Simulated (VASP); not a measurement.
# CoPtO2 (R-3m) in VASP: notebook

Runs on CoPtO2. Level: PBEsol. Tasks: single point, relaxation of shape and atoms at fixed volume.

Program: VASP 6.6.1. These are calculated values, not measurements. Logs are shortened: lines on timing, memory, paths and dates and some standing lists are left out, and cuts for length are marked.

## Step 1: The cell of the first run

The structure is trigonal, space group R-3m (No. 166). Conventional cell: a = 2.698 Å, b = 2.698 Å, c = 18.121 Å, α = 90.00°, β = 90.00°, γ = 120.00°. Within 2.5 Å of Co (site symmetry -3m) lie 6 O at 1.85 Å. Pt (site symmetry -3m) has 2 O at 2.02 Å and 6 Pt at 2.70 Å within 2.7 Å. Within 2.7 Å of O (site symmetry 3m) lie 3 Co at 1.85 Å and 1 Pt at 2.02 Å and 9 O at 2.54 to 2.70 Å.

## Step 2: Single point, PBEsol (biaxial strain in the a-b plane: -4.0 %)

INCAR reads:

```
SYSTEM = CoPtO2
PREC = Accurate ; ENCUT = 520
EDIFF = 1E-6 ; ISMEAR = 0
SIGMA = 0.1 ; LREAL = .False.
LASPH = .True. ; NELM = 60
ALGO = Normal ; ISIF = 2
LWAVE = .False. ; LCHARG = .False.
GGA = PS ; NBANDS = 58
```

KPOINTS reads:

```
regular mesh
0
Gamma
  12 12 2
  0 0 0
```

POSCAR reads:

```
CoPtO2
1.0
    2.6977757979      0.0000000000      0.0000000000
   -1.3488878989      2.3363423747      0.0000000000
    0.0000000000      0.0000000000     18.1213383746
Co Pt O
3 3 6
Direct
    0.6666666667      0.3333333333      0.8333333333
    0.3333333333      0.6666666667      0.1666666667
    0.0000000000      0.0000000000      0.5000000000
    0.0000000000      0.0000000000      0.0000000000
    0.6666666667      0.3333333333      0.3333333333
    0.3333333333      0.6666666667      0.6666666667
    0.0000000000      0.0000000000      0.8886269083
    0.3333333333      0.6666666667      0.7780397584
    0.6666666667      0.3333333333      0.2219602416
    0.0000000000      0.0000000000      0.1113730917
    0.3333333333      0.6666666667      0.5552935749
    0.6666666667      0.3333333333      0.4447064251
```

Potentials or basis: VASP PAW PBE potentials, release 64 (Co, Pt, O).

Launch:

```sh
$ cat potpaw_PBE.64/Co/POTCAR potpaw_PBE.64/Pt/POTCAR potpaw_PBE.64/O/POTCAR > POTCAR
$ mpirun -np 1 vasp_std > vasp.out
```

OUTCAR:

```text
SYSTEM = CoPtO2
   PREC = Accurate
   ENCUT = 520
   EDIFF = 1E-6
   ISMEAR = 0
   LREAL = .False.
   LASPH = .True.
   NELM = 60
   ISIF = 2
   GGA = PS

 ion  position               nearest neighbor table
   1  0.667  0.333  0.833-   8 1.85   8 1.85   8 1.85   7 1.85   7 1.85   7 1.85
   2  0.333  0.667  0.167-   9 1.85   9 1.85   9 1.85  10 1.85  10 1.85  10 1.85
   3  0.000  0.000  0.500-  11 1.85  12 1.85  11 1.85  12 1.85  12 1.85  11 1.85
   4  0.000  0.000  0.000-   7 2.02  10 2.02
   5  0.667  0.333  0.333-   9 2.02  12 2.02
   6  0.333  0.667  0.667-   8 2.02  11 2.02
   7  0.000  0.000  0.889-   1 1.85   1 1.85   1 1.85   4 2.02
   8  0.333  0.667  0.778-   1 1.85   1 1.85   1 1.85   6 2.02
   9  0.667  0.333  0.222-   2 1.85   2 1.85   2 1.85   5 2.02
  10  0.000  0.000  0.111-   2 1.85   2 1.85   2 1.85   4 2.02
  11  0.333  0.667  0.555-   3 1.85   3 1.85   3 1.85   6 2.02
  12  0.667  0.333  0.445-   3 1.85   3 1.85   3 1.85   5 2.02

  LATTYP: Found a hexagonal cell.
 ALAT       =     2.6977757979
 C/A-ratio  =     6.7171402415

  Lattice vectors:

 A1 = (   2.6977757979,   0.0000000000,   0.0000000000)
 A2 = (  -1.3488878989,   2.3363423747,   0.0000000000)
 A3 = (   0.0000000000,   0.0000000000,  18.1213383746)

Analysis of symmetry for initial positions (statically):
=====================================================================
 Subroutine PRICEL returns following result:

  LATTYP: Found a trigonal (rhomboedric) cell.
 ALAT       =     6.2380275319
 COS(alpha) =     0.9064837380

  Lattice vectors:

 A1 = (   1.3488878992,  -0.7787807917,  -6.0404461261)
 A2 = (  -1.3488878995,  -0.7787807913,  -6.0404461225)
 A3 = (   0.0000000003,   1.5575615830,  -6.0404461261)

   3 primitive cells build up your supercell.

 Routine SETGRP: Setting up the symmetry group for a
 hexagonal supercell.

 Subroutine GETGRP returns: Found 12 space group operations
 (whereof 12 operations were pure point group operations)
 out of a pool of 24 trial point group operations.

The static configuration has the point symmetry D_3d.

Analysis of symmetry for dynamics (positions and initial velocities):
=====================================================================
 Subroutine PRICEL returns following result:

  LATTYP: Found a trigonal (rhomboedric) cell.
 ALAT       =     6.2380275319
 COS(alpha) =     0.9064837380

  Lattice vectors:

[... 122 lines left out ...]
   NFREE  =      0    steps in history (QN), initial steepest desc. (CG)
   ISIF   =      2    stress and relaxation
   ISYM   =      2    0-nonsym 1-usesym 2-fastsym
   POTIM  = 0.5000    time-step for ionic-motion
   TEBEG  =    0.0;   TEEND  =   0.0 temperature during run
   PSTRESS=    0.0 pullay stress
   NELECT =      93.0000    total number of electrons
   NUPDOWN=      -1.0000    fix difference up-down
   EMIN   =  10.00;   EMAX   =-10.00  energy-range for DOS
   EFERMI =   0.00;   METHOD = LEGACY
   ISMEAR =     0;   SIGMA  =   0.10  broadening in eV -4-tet -1-fermi 0-gaus
   EFERMI_NEDOS =   21; number of points for ismear=-14 and -15
   IALGO  =     38    algorithm
   IMIX   =      4    mixing-type and parameters
     AMIX     =   0.40;   BMIX     =  1.00
     AMIX_MAG =   1.60;   BMIX_MAG =  1.00
  volume/ion in A,a.u.               =       9.52        64.23
  Fermi-wavevector in a.u.,A,eV,Ry     =   1.528709  2.888842 31.796169  2.336953
  Thomas-Fermi vector in A             =   2.636431
   LORBIT       =      0    0 simple, 1 ext, 2 COOP (PROOUT), +10 PAW based schemes
   GGA     = PS    functional components
   LHFCALC =     F    Hartree Fock is set to
   AEXX    =    0.0000 exact exchange contribution
   IVDW    =     0    specifies the selected vdW correction
   LEPSILON=     F    determine dielectric tensor
   LRPA    =     F    only Hartree local field effects (RPA)
 non-spin polarized calculation
 Gauss-broadening in eV      SIGMA  =   0.10
  energy-cutoff  :      520.00
  volume of cell :      114.22
 maximum number of plane-waves:      3126
 NGX is ok and might be reduce to    20
   NGX =  9   NGY =  9   NGZ = 67

 number of electron      93.0000002 magnetization

 Free energy of the ion-electron system (eV)
  ---------------------------------------------------
  ext. energy  EPLUGINS =         0.00000000
  ---------------------------------------------------
  free energy    TOTEN  =       -85.56957053 eV

  energy without entropy =      -85.54974913  energy(sigma->0) =      -85.55965983

 E-fermi :  10.0037     XC(G=0): -13.3896

 val. band max:       10.0012758127   @ k =   0.5000   0.0000   0.0000
 cond. band min:      10.0151801927   @ k =   0.3333   0.0833   0.5000
 fundamental gap:      0.0139043800
 Fermi energy:        10.0037164853

 k-point     1 :       0.0000    0.0000    0.0000
  band No.  band energies     occupation
      1     -12.3517      2.00000
      2     -12.2039      2.00000
      3     -12.2039      2.00000
      4     -10.6399      2.00000
      5     -10.6398      2.00000
      6     -10.3896      2.00000
[... 1453 lines left out ...]
     57      13.5589      0.00000
     58      18.7165      0.00000

 [... further k-points ...]
[... 5 lines left out ...]
  --------------------------------------------------------------------------------------
  -------------------------------------------------------------------------------------
  Total       16.3590841     16.3590841      0.3754851      0.0000000      0.0000000     -0.0000000
  in kB      229.4758338    229.4758338      5.2670893      0.0000000      0.0000000     -0.0000000
  external PRESSURE =     154.7395856 kB  Pullay stress =       0.0000000 kB

 VOLUME and BASIS-vectors are now :
 -----------------------------------------------------------------------------
  energy-cutoff  :      520.00
  volume of cell :      114.22
      direct lattice vectors                 reciprocal lattice vectors
     2.697775798  0.000000000  0.000000000     0.370675725  0.214009730  0.000000000
    -1.348887899  2.336342375  0.000000000     0.000000000  0.428019459  0.000000000
     0.000000000  0.000000000 18.121338375     0.000000000  0.000000000  0.055183562

 POSITION                                       TOTAL-FORCE (eV/Angst)
 -----------------------------------------------------------------------------------
      1.34889      0.77878     15.10112        -0.000000      0.000000     -0.000000
     -0.00000      1.55756      3.02022        -0.000000      0.000000     -0.000000
      0.00000      0.00000      9.06067         0.000000      0.000000     -0.000000
      0.00000      0.00000      0.00000         0.000000      0.000000     -0.000000
      1.34889      0.77878      6.04045         0.000000      0.000000     -0.000000
     -0.00000      1.55756     12.08089        -0.000000      0.000000     -0.000000
      0.00000      0.00000     16.10311        -0.000000      0.000000      0.490675
     -0.00000      1.55756     14.09912        -0.000000     -0.000000     -0.490675
      1.34889      0.77878      4.02222        -0.000000      0.000000      0.490675
      0.00000      0.00000      2.01823         0.000000     -0.000000     -0.490675
     -0.00000      1.55756     10.06266        -0.000000      0.000000      0.490675
      1.34889      0.77878      8.05868         0.000000     -0.000000     -0.490675
 -----------------------------------------------------------------------------------
    total drift:                                0.000000     -0.000000      0.000000

  FREE ENERGIE OF THE ION-ELECTRON SYSTEM (eV)
  ---------------------------------------------------
  free  energy   TOTEN  =       -85.5695705318 eV

  energy  without entropy=      -85.5497491335  energy(sigma->0) =      -85.55965983
```

OSZICAR:

```text
N       E                     dE             d eps       ncg     rms          rms(c)
DAV:   1     0.107250684613E+04    0.10725E+04   -0.43849E+04  4432   0.185E+03
DAV:   2     0.528989583748E+02   -0.10196E+04   -0.94481E+03  4734   0.493E+02
DAV:   3    -0.919151224877E+02   -0.14481E+03   -0.13364E+03  4788   0.200E+02
DAV:   4    -0.996974113925E+02   -0.77823E+01   -0.76389E+01  5040   0.478E+01
DAV:   5    -0.999501861184E+02   -0.25277E+00   -0.25241E+00  5576   0.813E+00    0.530E+01
DAV:   6    -0.101162222154E+03   -0.12120E+01   -0.99162E+01  5898   0.115E+02    0.567E+01
DAV:   7    -0.959913880191E+02    0.51708E+01   -0.83296E+01  5622   0.186E+02    0.512E+01
DAV:   8    -0.861490032413E+02    0.98424E+01   -0.18134E+01  6752   0.388E+01    0.947E+00
DAV:   9    -0.856354484866E+02    0.51355E+00   -0.17791E+00  6462   0.125E+01    0.397E+00
DAV:  10    -0.856143274179E+02    0.21121E-01   -0.12869E-01  5600   0.220E+00    0.273E+00
DAV:  11    -0.855706514848E+02    0.43676E-01   -0.47384E-02  6590   0.338E+00    0.741E-01
DAV:  12    -0.855717483906E+02   -0.10969E-02   -0.62848E-03  5208   0.570E-01    0.687E-01
DAV:  13    -0.855696124752E+02    0.21359E-02   -0.21318E-03  6468   0.880E-01    0.236E-01
DAV:  14    -0.855695808513E+02    0.31624E-04   -0.53289E-04  5054   0.140E-01    0.782E-02
DAV:  15    -0.855695710766E+02    0.97746E-05   -0.48391E-05  5798   0.594E-02    0.638E-02
DAV:  16    -0.855695705318E+02    0.54486E-06   -0.81821E-06  6260   0.240E-02
   1 F= -.85569571E+02 E0= -.85559660E+02  d E =-.198214E-01
```

stdout:

```text
POSCAR found type information on POSCAR CoPtO
 POSCAR found :  3 types and      12 ions
 scaLAPACK will be used
 -----------------------------------------------------------------------------
|                                                                             |
|                                                                             |
|     You enforced a specific xc type in the INCAR file but a different       |
|     I HOPE YOU KNOW WHAT YOU ARE DOING!                                     |
|                                                                             |
 -----------------------------------------------------------------------------

 LDA part: xc-table for (Slater+PW92), standard interpolation
 POSCAR, INCAR and KPOINTS ok, starting setup
 FFT: planning ... GRIDC
 FFT: planning ... GRID_SOFT
 FFT: planning ... GRID
 WAVECAR not read
 entering main loop
```

It took 6 min on 1 thread of Intel Xeon Platinum 8375C at 2.90GHz (Ice Lake), shared host; peak memory 0.36 GiB.

What came out:

```
Free energy            : -85.5696 eV
Pressure               : 15.5 GPa
Largest force          : 0.491 eV/Å
Band gap on the k mesh : zero (an odd number of electrons rules out a gap without spin polarisation)
```

Forces in eV/Å, atoms in the order of the input:
```
Co   0.000  0.000  0.000
Co   0.000  0.000  0.000
Co   0.000  0.000  0.000
Pt   0.000  0.000  0.000
Pt   0.000  0.000  0.000
Pt   0.000  0.000  0.000
O    0.000  0.000  0.491
O    0.000  0.000 -0.491
O    0.000  0.000  0.491
O    0.000  0.000 -0.491
O    0.000  0.000  0.491
O    0.000  0.000 -0.491
```

Caveat: the cell differs from its parent crystal (biaxial strain in the a-b plane: -4.0 %); the stress differs along the axes, from 1 to 23 GPa; the PAW data sets were made with another functional, which shifts forces and pressure a little; spin-orbit coupling is left out, which moves the levels of the heavy elements; an odd number of electrons without spin polarisation forces a metal; a magnetic or distorted state may lie lower; the run has no spin polarisation, though such a crystal can be magnetic; semilocal functionals often make such compounds metallic where correlation or magnetic order opens a gap, which also shifts bond lengths.

## Step 3: Single point, PBEsol (biaxial strain in the a-b plane: -4.0 %, then relaxed in part)

INCAR reads:

```
SYSTEM = CoPtO2
PREC = Accurate
ENCUT = 520
EDIFF = 1E-7
ISMEAR = 0
SIGMA = 0.1
LREAL = .FALSE.
LASPH = .TRUE.
NELM = 80
ALGO = Normal
ISIF = 2
LWAVE = .FALSE.
LCHARG = .FALSE.
GGA = PS
NBANDS = 58
```

KPOINTS reads:

```
regular mesh
0
G
  12 12 2
  0 0 0
```

POSCAR reads:

```
CoPtO2
1.0
    2.6977757979      0.0000000000      0.0000000000
   -1.3488878989      2.3363423747      0.0000000000
    0.0000000000      0.0000000000     18.1367525548
Co Pt O
3 3 6
Direct
    0.6666666667      0.3333333333      0.8333333333
    0.3333333333      0.6666666667      0.1666666667
    0.0000000000      0.0000000000      0.5000000000
    0.0000000000      0.0000000000      0.0000000000
    0.6666666667      0.3333333333      0.3333333333
    0.3333333333      0.6666666667      0.6666666667
    0.0000000000      0.0000000000      0.8895632044
    0.3333333333      0.6666666667      0.7771034622
    0.6666666667      0.3333333333      0.2228965378
    0.0000000000      0.0000000000      0.1104367956
    0.3333333333      0.6666666667      0.5562298711
    0.6666666667      0.3333333333      0.4437701289
```

Potentials or basis: VASP PAW PBE potentials, release 64 (Co, Pt, O).

Launch:

```sh
$ cat potpaw_PBE.64/Co/POTCAR potpaw_PBE.64/Pt/POTCAR potpaw_PBE.64/O/POTCAR > POTCAR
$ mpirun -np 1 vasp_std > vasp.out
```

Run time: 6.7 min. Hardware: 1 thread of Intel Xeon Platinum 8375C at 2.90GHz (Ice Lake), shared host; peak memory 0.36 GiB.

Results (log left out):

```yaml
Free_energy: -85.5953 eV
Pressure: 14.5 GPa
Largest_force: 0.004 eV/Å
Band_gap_on_the_k_mesh: zero (an odd number of electrons rules out a gap without spin polarisation)
```

Forces in eV/Å, atoms in the order of the input:
```
Co   0.000  0.000  0.000
Co   0.000  0.000  0.000
Co   0.000  0.000  0.000
Pt   0.000  0.000  0.000
Pt   0.000  0.000  0.000
Pt   0.000  0.000  0.000
O    0.000  0.000  0.004
O    0.000  0.000 -0.004
O    0.000  0.000  0.004
O    0.000  0.000 -0.004
O    0.000  0.000  0.004
O    0.000  0.000 -0.004
```

Stress tensor (GPa, compression positive):
```
21.34  0.00  0.00
 0.00 21.34  0.00
 0.00  0.00  0.80
```

Levels at points of the mesh, in eV from the Fermi level:
| k point | band 44 | band 45 | band 46 | band 47 | band 48 | band 49 | band 50 | band 51 | band 52 | band 53 |
| --- | --- | --- | --- | --- | --- | --- | --- | --- | --- | --- |
| (0.00, 0.00, 0.00) | -1.46 | -1.19 | -1.19 | -1.19 | -1.19 | 1.37 | 1.37 | 1.37 | 1.37 | 1.67 |
| (0.50, 0.00, 0.00) | 0.10 | 0.10 | 0.10 | 0.53 | 0.53 | 1.30 | 1.30 | 1.60 | 1.61 | 1.61 |
| (0.00, 0.00, 0.50) | -1.62 | -1.62 | -1.30 | -0.97 | -0.97 | 1.25 | 1.25 | 1.58 | 1.58 | 1.58 |
| (0.50, 0.00, 0.50) | 0.10 | 0.10 | 0.14 | 0.14 | 1.08 | 1.09 | 1.18 | 1.50 | 1.50 | 1.96 |

Caveat: the cell differs from its parent crystal (biaxial strain in the a-b plane: -4.0 %, then relaxed in part); the stress differs along the axes, from 1 to 21 GPa; the PAW data sets were made with another functional, which shifts forces and pressure a little; spin-orbit coupling is left out, which moves the levels of the heavy elements; an odd number of electrons without spin polarisation forces a metal; a magnetic or distorted state may lie lower; the run has no spin polarisation, though such a crystal can be magnetic; semilocal functionals often make such compounds metallic where correlation or magnetic order opens a gap, which also shifts bond lengths. Spin polarisation is off, so any magnetic state and its effect on volume and gap are missing.

## Step 4: Single point, PBEsol (biaxial strain in the a-b plane: -2.0 %, then relaxed in part)

INCAR: that of step 3 with these lines changed.

```diff
@@ -8,3 +8,3 @@
 LASPH = .TRUE.
-NELM = 80
+NELM = 100
 ALGO = Normal
```

KPOINTS reads:

```
Automatic mesh
0
G
  12 12 2
  0 0 0
```

POSCAR reads:

```
CoPtO2
1.0
    2.7539794603      0.0000000000      0.0000000000
   -1.3769897302      2.3850161741      0.0000000000
    0.0000000000      0.0000000000     17.9228472466
Co Pt O
3 3 6
Direct
    0.6666666667      0.3333333333      0.8333333333
    0.3333333333      0.6666666667      0.1666666667
    0.0000000000      0.0000000000      0.5000000000
    0.0000000000      0.0000000000      0.0000000000
    0.6666666667      0.3333333333      0.3333333333
    0.3333333333      0.6666666667      0.6666666667
    0.0000000000      0.0000000000      0.8886269083
    0.3333333333      0.6666666667      0.7780397584
    0.6666666667      0.3333333333      0.2219602416
    0.0000000000      0.0000000000      0.1113730917
    0.3333333333      0.6666666667      0.5552935749
    0.6666666667      0.3333333333      0.4447064251
```

Launch:

```sh
$ cat potpaw_PBE.64/Co/POTCAR potpaw_PBE.64/Pt/POTCAR potpaw_PBE.64/O/POTCAR > POTCAR
$ mpirun -np 1 vasp_std > vasp.out
```

Wall time 6.6 min (1 thread of Intel Xeon Platinum 8375C at 2.90GHz (Ice Lake), shared host); peak memory 0.36 GiB.

It converged, with:

- Free energy: -86.0474 eV
- Pressure: 6.5 GPa
- Largest force: 0.004 eV/Å
- Band gap on the k mesh: zero (an odd number of electrons rules out a gap without spin polarisation)

Forces on the atoms (eV/Å):
```
Co   0.000  0.000  0.000
Co   0.000  0.000  0.000
Co   0.000  0.000  0.000
Pt   0.000  0.000  0.000
Pt   0.000  0.000  0.000
Pt   0.000  0.000  0.000
O    0.000  0.000 -0.004
O    0.000  0.000  0.004
O    0.000  0.000 -0.004
O    0.000  0.000  0.004
O    0.000  0.000 -0.004
O    0.000  0.000  0.004
```

Stress tensor (GPa, compression positive):
```
9.41 0.00 0.00
0.00 9.41 0.00
0.00 0.00 0.78
```

Levels at points of the mesh, in eV from the Fermi level:
```tsv
k point	band 44	band 45	band 46	band 47	band 48	band 49	band 50	band 51	band 52	band 53
(0.00, 0.00, 0.00)	-1.23	-1.14	-1.14	-1.14	-1.14	1.44	1.44	1.44	1.44	1.75
(0.50, 0.00, 0.00)	0.00	0.00	0.05	0.55	0.55	1.33	1.33	1.61	1.61	1.64
(0.00, 0.00, 0.50)	-1.58	-1.58	-1.09	-0.91	-0.91	1.31	1.31	1.65	1.65	1.65
(0.50, 0.00, 0.50)	0.00	0.00	0.17	0.17	1.03	1.16	1.21	1.54	1.54	1.99
```

Caveat: the cell differs from its parent crystal (biaxial strain in the a-b plane: -2.0 %, then relaxed in part); the stress differs along the axes, from 1 to 9 GPa; the PAW data sets were made with another functional, which shifts forces and pressure a little; spin-orbit coupling is left out, which moves the levels of the heavy elements; an odd number of electrons without spin polarisation forces a metal; a magnetic or distorted state may lie lower; the run has no spin polarisation, though such a crystal can be magnetic; semilocal functionals often make such compounds metallic where correlation or magnetic order opens a gap, which also shifts bond lengths.

(Part 1 of 2 ends here.)

The gap in the log of VASP goes by the Fermi energy; the results here count the filled bands.